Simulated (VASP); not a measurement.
Here is a VASP 6.6.1 calculation.

INCAR

```
  PREC = Accurate
  ENCUT = 600
  EDIFF = 1E-6
  ISMEAR = 0
  SIGMA = 0.01
  LREAL = F
  LASPH = T
  NELM = 120
  ALGO = Normal
  ISIF = 2
  LWAVE = F
  LCHARG = F
  GGA = PE
  NBANDS = 26
  GGA_COMPAT = F
```

File KPOINTS:

```
regular mesh
0
Gamma
  9 9 2
```

Contents of POSCAR:

```
BAs
1.0
    3.4507219683      0.0000000000      0.0000000000
   -1.7253609842      2.9884128860      0.0000000000
    0.0000000000      0.0000000000     10.1921993060
B As
2 2
Direct
    0.3333333333      0.6666666667      0.2500000000
    0.6666666667      0.3333333333      0.7500000000
    0.6666666667      0.3333333333      0.2500000000
    0.3333333333      0.6666666667      0.7500000000
```

Potentials or basis: VASP PAW PBE potentials, release 64 (B, As_d).

The run is started by

```sh
$ cat potpaw_PBE.64/B/POTCAR potpaw_PBE.64/As_d/POTCAR > POTCAR
$ mpirun -np 1 vasp_std > vasp.out
```

Task: Estimate the pressure.

Result: -3.8 GPa.

Task: Predict the band gap on the k mesh.

Result: 0.79 eV, direct.

Stress tensor (GPa, compression positive):
```
-5.72  0.00  0.00
 0.00 -5.72  0.00
 0.00  0.00 -0.01
```

Caveat: this functional lacks dispersion, which binds the layers, so the pressure and a relaxed spacing across them are unreliable. A k mesh can miss the band edges.
